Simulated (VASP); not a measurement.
Runs of VASP 6.6.1 on CdSe. The structure is that of space group F-43m (No. 216), or close to it. The cells are those of the table. 

```tsv
task	level	spin	cell	k mesh	cutoff (eV)	smearing	grid for exact exchange (PRECFOCK)	share of exact exchange	screening parameter	k mesh for the DOS	occupations for the DOS	gap on the mesh (eV)	pressure (GPa)	moment (μB)
single point	rpbe exchange, lyp correlation	off	a = 4.342 Å, angles 60.0°, 2 atoms	8 × 8 × 8	500	gaussian 0.01 eV	-	-	-	-	-	0.63	6.2	-
single point	HSE06	off	a = 4.349 Å, angles 60.0°, 2 atoms	4 × 4 × 4	520	fermi-dirac 0.05 eV	Normal	0.25	0.2079 1/Å	-	-	(d)	(c)	-
relaxation of cell and atoms	SVWN5	off	relaxed from a = 4.342 Å, angles 60.0°, 2 atoms	8 × 8 × 8	600	fermi-dirac 0.05 eV	-	-	-	-	-	0.40	0.0	-
single point	PBE	non-collinear, zero start, SOC	a = 4.283 Å, angles 60.0°, 2 atoms	8 × 8 × 8	520	fermi-dirac 0.05 eV	-	-	-	-	-	-	3.9	0.00
single point	r2SCAN+rVV10	off	a = 4.427 Å, angles 60.0°, 2 atoms	8 × 8 × 8	520	fermi-dirac 0.05 eV	-	-	-	-	-	0.84	(b)	-
single point	r2SCAN+rVV10	off	a = 4.371 Å, angles 60.0°, 2 atoms	8 × 8 × 8	520	fermi-dirac 0.05 eV	-	-	-	-	-	0.92	(a)	-
single point	revpbe exchange, lda correlation	collinear	a = 4.349, b = 4.310, c = 4.354 Å, angles 59.4, 60.7, 60.3°, 2 atoms	8 × 8 × 8	400	gaussian 0.025 eV	-	-	-	12 × 12 × 12	tetrahedron	-	-	0.00
single point	PBE	non-collinear, zero start, SOC	a = 4.342 Å, angles 60.0°, 2 atoms	8 × 8 × 8	520	fermi-dirac 0.05 eV	-	-	-	-	-	-	1.6	0.00
```

Alike in all rows: potentials or basis VASP PAW PBE potentials, release 64 (Cd, Se).

Question: Fill in the values left out.

Answer: (a) -1.6; (b) -3.2; (c) 0.2; (d) 1.48.

Caveats: some runs use coarse meshes; the PAW data sets were made with another functional, which shifts forces and pressure a little (at least some runs); the cell stands under pressure (at least some runs); semilocal functionals underestimate gaps, and a narrow one can read as zero (at least some runs); the cell stands under tension (at least some runs).

A k mesh can miss the band edges, and rows without SOC leave out spin-orbit coupling on Cd, Se.
